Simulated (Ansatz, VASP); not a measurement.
**One calculation of I, two programs**

```
I
1.0
     0.00000    2.60578    2.60578
     2.60578    0.00000    2.60578
     2.60578    2.60578    0.00000
I
1
Direct
  0.00000 0.00000 0.00000
```

Alike in both runs: functional r2SCAN; k mesh 14 × 14 × 14; occupations gaussian, width 0.1 eV; no spin polarisation.

Ansatz relaxed the structure, and its values are those at the end. VASP's run is a single point on that final structure, the one shown.

|  | VASP | Ansatz |
| --- | --- | --- |
| version | VASP 6.6.1 | Ansatz 0.2.0 |
| potentials or method | VASP PAW PBE potentials, release 64 (I), cutoff 520 eV | scalar-relativistic, plane waves, PAW |
| valence electrons in the cell | 7 | 17 |

```csv
,VASP,Ansatz,Ansatz less VASP
gap on the k mesh at the Fermi level (eV),none,none,-
pressure (GPa),0.0,0.0,+0.03
```

VASP's potentials were made for PBE, not for r2SCAN. A gap of «none» marks a metal or a gap that the smearing closes. With one functional, cell and mesh, what is left measures potentials, basis and numerics. VASP's potentials hold 7 valence electrons a cell and Ansatz's 17, so a difference there can come from the potentials and not from the codes.

Neither program's run includes spin-orbit coupling.
